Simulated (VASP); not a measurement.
# Sb in VASP: single point with PBE

Aim: the single point of Sb with PBE.

All numbers are computed with VASP 6.6.1; they aren't measurements. Logs are shortened: lines on timing, memory, paths and dates and some standing lists are left out, and cuts for length are marked.

### Step 1. The cell of the first run

The cell holds a sheet with vacuum, 2 atoms: a = 4.069 Å, b = 4.069 Å, c = 17.650 Å, α = 90.00°, β = 90.00°, γ = 120.00°.

### Step 2. Single point, PBE

INCAR reads:

```
SYSTEM = Sb
PREC = Accurate ; ENCUT = 400
EDIFF = 1E-6 ; ISMEAR = 0
SIGMA = 0.03 ; LREAL = .FALSE.
LASPH = .TRUE. ; NELM = 120
ALGO = Normal ; ISIF = 2
LWAVE = .FALSE. ; LCHARG = .FALSE.
LDIPOL = .TRUE. ; IDIPOL = 3
DIPOL = 0.5 0.5 0.500 ; GGA = PE
NBANDS = 22 ; GGA_COMPAT = .FALSE.
NELMDL = -8
```

KPOINTS reads:

```
Automatic mesh
0
G
  12 12 1
  0 0 0
```

POSCAR reads:

```
Sb
1.0
    4.0685005379      0.0000000000      0.0000000000
   -2.0342502689      3.5234248211      0.0000000000
    0.0000000000      0.0000000000     17.6499759836
Sb
2
Direct
    0.3333333333      0.6666666667      0.4532584071
    0.6666666667      0.3333333333      0.5467415929
```

Potentials or basis: VASP PAW PBE potentials, release 64 (Sb_d_GW).

Started as:

```console
$ cat potpaw_PBE.64/Sb_d_GW/POTCAR > POTCAR
$ mpirun -np 1 vasp_std > vasp.out
```

OUTCAR:

```text
SYSTEM = Sb
   PREC = Accurate
   ENCUT = 400
   EDIFF = 1E-6
   ISMEAR = 0
   LREAL = .FALSE.
   LASPH = .TRUE.
   NELM = 120
   ISIF = 2
   GGA = PE
   NELMDL = -8

 ion  position               nearest neighbor table
   1  0.333  0.667  0.453-   2 2.87   2 2.87   2 2.87
   2  0.667  0.333  0.547-   1 2.87   1 2.87   1 2.87

  LATTYP: Found a hexagonal cell.
 ALAT       =     4.0685005379
 C/A-ratio  =     4.3382017083

  Lattice vectors:

 A1 = (   4.0685005379,   0.0000000000,   0.0000000000)
 A2 = (  -2.0342502689,   3.5234248211,   0.0000000000)
 A3 = (   0.0000000000,   0.0000000000,  17.6499759836)

Analysis of symmetry for initial positions (statically):
=====================================================================
 Subroutine PRICEL returns:
 Original cell was already a primitive cell.

 Routine SETGRP: Setting up the symmetry group for a
 hexagonal supercell.

 Subroutine GETGRP returns: Found 12 space group operations
 (whereof 12 operations were pure point group operations)
 out of a pool of 24 trial point group operations.

The static configuration has the point symmetry D_3d.

Analysis of symmetry for dynamics (positions and initial velocities):
=====================================================================
 Subroutine PRICEL returns:
 Original cell was already a primitive cell.

 Routine SETGRP: Setting up the symmetry group for a
 hexagonal supercell.

 Subroutine GETGRP returns: Found 12 space group operations
 (whereof 12 operations were pure point group operations)
 out of a pool of 24 trial point group operations.

The dynamic configuration has the point symmetry D_3d.

 Subroutine INISYM returns: Found 12 space group operations
 (whereof 12 operations are pure point group operations),
 and found     1 'primitive' translations

----------------------------------------------------------------------------------------

                                     Primitive cell

  volume of cell :     253.0134

  direct lattice vectors                    reciprocal lattice vectors
     4.068500538  0.000000000  0.000000000     0.245790800  0.141907384  0.000000000
    -2.034250269  3.523424821  0.000000000     0.000000000  0.283814769  0.000000000
     0.000000000  0.000000000 17.649975984     0.000000000  0.000000000  0.056657301

  length of vectors
     4.068500538  4.068500538 17.649975984     0.283814769  0.283814769  0.056657301

  position of ions in fractional coordinates (direct lattice)
     0.333333333  0.666666667  0.453258407
     0.666666667  0.333333333  0.546741593

  ion indices of the primitive-cell ions
   primitive index   ion index
                 1           1
                 2           2

----------------------------------------------------------------------------------------

 KPOINTS: Automatic mesh

Automatic generation of k-mesh.
 Grid dimensions read from file:
 generate k-points for:   12   12    1

 Generating k-lattice:

  Cartesian coordinates                     Fractional coordinates (reciprocal lattice)
     0.020482567  0.011825615  0.000000000     0.083333333  0.000000000  0.000000000
     0.000000000  0.023651231  0.000000000     0.000000000  0.083333333  0.000000000
     0.000000000  0.000000000  0.056657301     0.000000000  0.000000000  1.000000000

  Length of vectors
     0.023651231  0.023651231  0.056657301

  Shift w.r.t. Gamma in fractional coordinates (k-lattice)
     0.000000000  0.000000000  0.000000000

 Subroutine IBZKPT returns following result:
 ===========================================

 Found     19 irreducible k-points:

 Following reciprocal coordinates:
            Coordinates               Weight
  0.000000  0.000000  0.000000      1.000000
  0.083333  0.000000  0.000000      6.000000
  0.166667  0.000000  0.000000      6.000000
  0.250000  0.000000  0.000000      6.000000
  0.333333  0.000000  0.000000      6.000000
  0.416667  0.000000  0.000000      6.000000
[... 11 lines left out ...]
  0.333333  0.250000  0.000000     12.000000
  0.333333  0.333333  0.000000      2.000000
   k-points           NKPTS =     19   k-points in BZ     NKDIM =     19   number of bands    NBANDS=     22
   number of dos      NEDOS =    301   number of ions     NIONS =      2
   total plane-waves  NPLWV =  94080
   dimension x,y,z NGX =    28 NGY =   28 NGZ =  120
   dimension x,y,z NGXF=    56 NGYF=   56 NGZF=  240
   ions per type =               2
   NGX,Y,Z   is equivalent  to a cutoff of  11.44, 11.44, 11.30 a.u.
   NGXF,Y,Z  is equivalent  to a cutoff of  22.88, 22.88, 22.61 a.u.
 SYSTEM =  Sb
   PREC   = accura    normal or accurate (medium, high low for compatibility)
   ISTART =      0    job   : 0-new  1-cont  2-samecut
   ICHARG =      2    charge: 1-file 2-atom 10-const
   ISPIN  =      1    spin polarized calculation?
   LNONCOLLINEAR =      F non collinear calculations
   LSORBIT =      F    spin-orbit coupling
   LASPH  =      T    aspherical Exc in radial PAW
   ENCUT  =  400.0 eV  29.40 Ry    5.42 a.u.   6.63  6.63 28.78*2*pi/ulx,y,z
   NELM   =    120;   NELMIN=  2; NELMDL= -8     # of ELM steps
   EDIFF  = 0.1E-05   stopping-criterion for ELM
   LREAL  =      F    real-space projection
   EDIFFG = 0.1E-04   stopping-criterion for IOM
   NSW    =      0    number of steps for IOM
   IBRION =     -1    ionic relax: 0-MD 1-quasi-New 2-CG
   NFREE  =      0    steps in history (QN), initial steepest desc. (CG)
   ISIF   =      2    stress and relaxation
   ISYM   =      2    0-nonsym 1-usesym 2-fastsym
   POTIM  = 0.5000    time-step for ionic-motion
   TEBEG  =    0.0;   TEEND  =   0.0 temperature during run
   PSTRESS=    0.0 pullay stress
   NELECT =      30.0000    total number of electrons
   NUPDOWN=      -1.0000    fix difference up-down
   EMIN   =  10.00;   EMAX   =-10.00  energy-range for DOS
   EFERMI =   0.00;   METHOD = LEGACY
   ISMEAR =     0;   SIGMA  =   0.03  broadening in eV -4-tet -1-fermi 0-gaus
   EFERMI_NEDOS =   21; number of points for ismear=-14 and -15
   IALGO  =     38    algorithm
   IMIX   =      4    mixing-type and parameters
     AMIX     =   0.40;   BMIX     =  1.00
     AMIX_MAG =   1.60;   BMIX_MAG =  1.00
  volume/ion in A,a.u.               =     126.51       853.71
  Fermi-wavevector in a.u.,A,eV,Ry     =   0.804268  1.519846  8.800886  0.646847
  Thomas-Fermi vector in A             =   1.912292
   LORBIT       =      0    0 simple, 1 ext, 2 COOP (PROOUT), +10 PAW based schemes
   GGA     = PE    functional components
   LHFCALC =     F    Hartree Fock is set to
   AEXX    =    0.0000 exact exchange contribution
   IVDW    =     0    specifies the selected vdW correction
   LEPSILON=     F    determine dielectric tensor
   LRPA    =     F    only Hartree local field effects (RPA)
 non-spin polarized calculation
 Gauss-broadening in eV      SIGMA  =   0.03
  energy-cutoff  :      400.00
  volume of cell :      253.01
 maximum number of plane-waves:      4653
 NGX is ok and might be reduce to    28
   NGX = 13   NGY = 13   NGZ = 57

 dipolmoment           0.000000      0.000000     -0.000000 electrons x Angstroem

 number of electron      29.9999992 magnetization

 dipolmoment           0.000000      0.000000      0.000000 electrons x Angstroem

 Free energy of the ion-electron system (eV)
  ---------------------------------------------------
  ext. energy  EPLUGINS =         0.00000000
  ---------------------------------------------------
  free energy    TOTEN  =        -8.14680339 eV

  energy without entropy =       -8.14680339  energy(sigma->0) =       -8.14680339

 E-fermi :  -2.2214     XC(G=0):  -3.1634

 val. band max:       -2.4415704084   @ k =   0.0000   0.0000   0.0000
 cond. band min:      -1.2590730228   @ k =   0.3333   0.0000   0.0000
 fundamental gap:      1.1824973856
 Fermi energy:        -2.2214186676

 k-point     1 :       0.0000    0.0000    0.0000
  band No.  band energies     occupation
      1     -31.1111      2.00000
      2     -31.1111      2.00000
      3     -31.0352      2.00000
      4     -31.0352      2.00000
      5     -30.9908      2.00000
      6     -30.9235      2.00000
[... 14 lines left out ...]
     21       3.0456      0.00000
     22       3.7769      0.00000

 k-point     2 :       0.0833    0.0000    0.0000
  band No.  band energies     occupation
      1     -31.1105      2.00000
      2     -31.1074      2.00000
      3     -31.0347      2.00000
      4     -31.0328      2.00000
      5     -30.9897      2.00000
      6     -30.9250      2.00000
[... 14 lines left out ...]
     21       3.1229      0.00000
     22       3.8637      0.00000

 k-point     3 :       0.1667    0.0000    0.0000
  band No.  band energies     occupation
      1     -31.1090      2.00000
      2     -31.0966      2.00000
      3     -31.0334      2.00000
      4     -31.0260      2.00000
      5     -30.9862      2.00000
      6     -30.9297      2.00000
[... 14 lines left out ...]
     21       3.2882      0.00000
     22       4.0250      0.00000

 k-point     4 :       0.2500    0.0000    0.0000
  band No.  band energies     occupation
      1     -31.1069      2.00000
      2     -31.0801      2.00000
      3     -31.0315      2.00000
      4     -31.0156      2.00000
      5     -30.9801      2.00000
      6     -30.9373      2.00000
[... 14 lines left out ...]
     21       3.5264      0.00000
     22       4.2345      0.00000

 k-point     5 :       0.3333    0.0000    0.0000
  band No.  band energies     occupation
      1     -31.1047      2.00000
      2     -31.0616      2.00000
      3     -31.0272      2.00000
      4     -31.0026      2.00000
      5     -30.9723      2.00000
      6     -30.9475      2.00000
[... 292 lines left out ...]
 k-point    17 :       0.2500    0.2500    0.0000
  band No.  band energies     occupation
      1     -31.1034      2.00000
      2     -31.0319      2.00000
      3     -31.0181      2.00000
      4     -30.9956      2.00000
      5     -30.9707      2.00000
      6     -30.9571      2.00000
[... 14 lines left out ...]
     21       4.2597      0.00000
     22       4.4017      0.00000

 k-point    18 :       0.3333    0.2500    0.0000
  band No.  band energies     occupation
      1     -31.1027      2.00000
      2     -31.0214      2.00000
      3     -31.0061      2.00000
      4     -30.9880      2.00000
      5     -30.9824      2.00000
      6     -30.9542      2.00000
[... 14 lines left out ...]
     21       4.5957      0.00000
     22       5.0487      0.00000

 k-point    19 :       0.3333    0.3333    0.0000
  band No.  band energies     occupation
      1     -31.1025      2.00000
      2     -31.0044      2.00000
      3     -31.0044      2.00000
      4     -31.0043      2.00000
      5     -30.9682      2.00000
      6     -30.9682      2.00000
[... 14 lines left out ...]
     21       4.9110      0.00000
     22       5.4523      0.00000

------------------------ aborting loop because EDIFF is reached ----------------------------------------

 vacuum level on the upper side and lower side of the slab       (xc-potential included)        -0.121        -0.121

  FORCE on cell =-STRESS in cart. coord.  units (eV):
  Direction    XX          YY          ZZ          XY          YZ          ZX
  --------------------------------------------------------------------------------------
  -------------------------------------------------------------------------------------
  Total        0.3760703      0.3760703     -0.0674922      0.0000000     -0.0000000     -0.0000000
  in kB        2.3814204      2.3814204     -0.4273866      0.0000000     -0.0000000     -0.0000000
  external PRESSURE =       1.4451514 kB  Pullay stress =       0.0000000 kB

 VOLUME and BASIS-vectors are now :
 -----------------------------------------------------------------------------
  energy-cutoff  :      400.00
  volume of cell :      253.01
      direct lattice vectors                 reciprocal lattice vectors
     4.068500538  0.000000000  0.000000000     0.245790800  0.141907384  0.000000000
    -2.034250269  3.523424821  0.000000000     0.000000000  0.283814769  0.000000000
     0.000000000  0.000000000 17.649975984     0.000000000  0.000000000  0.056657301

 POSITION                                       TOTAL-FORCE (eV/Angst)
 -----------------------------------------------------------------------------------
     -0.00000      2.34895      8.00000         0.000000     -0.000000     -0.033671
      2.03425      1.17447      9.64998        -0.000000      0.000000      0.033671
 -----------------------------------------------------------------------------------
    total drift:                                0.000000     -0.000000      0.000000

  FREE ENERGIE OF THE ION-ELECTRON SYSTEM (eV)
  ---------------------------------------------------
  free  energy   TOTEN  =        -8.1468033898 eV

  energy  without entropy=       -8.1468033898  energy(sigma->0) =       -8.14680339

 vacuum level on the upper side and lower side of the slab         2.153         2.153
```

It took 2.2 min on 1 thread of AMD EPYC 7R43 (Zen 3), shared host; peak memory 0.28 GiB.

What came out:

```yaml
Free_energy: -8.1468 eV
Largest_force: 0.034 eV/Å
Band_gap_on_the_k_mesh: 1.18 eV (least direct gap 1.66 eV)
```

Forces in eV/Å, atoms in the order of the input:
```
Sb   0.000  0.000 -0.034
Sb   0.000  0.000  0.034
```

Levels at points of the mesh, in eV from the valence-band top:
| k point | band 12 | band 13 | band 14 | band 15 | band 16 | band 17 | band 18 | band 19 |
| --- | --- | --- | --- | --- | --- | --- | --- | --- |
| (0.00, 0.00, 0.00) | -6.48 | -0.81 | 0.00 | 0.00 | 1.66 | 2.79 | 2.79 | 4.21 |
| (0.50, 0.00, 0.00) | -7.89 | -3.13 | -1.64 | -1.62 | 1.59 | 2.29 | 3.50 | 4.96 |

Caveat: spin-orbit coupling is left out, which moves the levels of the heavy elements.
